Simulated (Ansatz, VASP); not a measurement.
# B in VASP and in Ansatz

```
B
1.0
    -0.99084    0.99084    1.50479
     0.99084   -0.99084    1.50479
     0.99084    0.99084   -1.50479
B
1
Direct
  0.00000 0.00000 0.00000
```

Alike in both runs: functional PBE; k mesh 10 × 10 × 10; occupations gaussian, width 0.1 eV; no spin polarisation.

Ansatz relaxed the structure, and its values are those at the end. VASP's run is a single point on that final structure, the one shown.

```csv
,VASP,Ansatz
version,VASP 6.6.1,Ansatz 0.2.0
potentials or method,"VASP PAW PBE potentials, release 64 (B), cutoff 520 eV","scalar-relativistic, plane waves, PAW"
valence electrons in the cell,3,3
```

|  | VASP | Ansatz | Ansatz less VASP |
| --- | --- | --- | --- |
| gap on the k mesh at the Fermi level (eV) | none | none | - |
| pressure (GPa) | 0.0 | 0.0 | -0.01 |

A gap of «none» marks a metal or a gap that the smearing closes.

The k mesh is coarse, so the values compare programs but aren't converged.
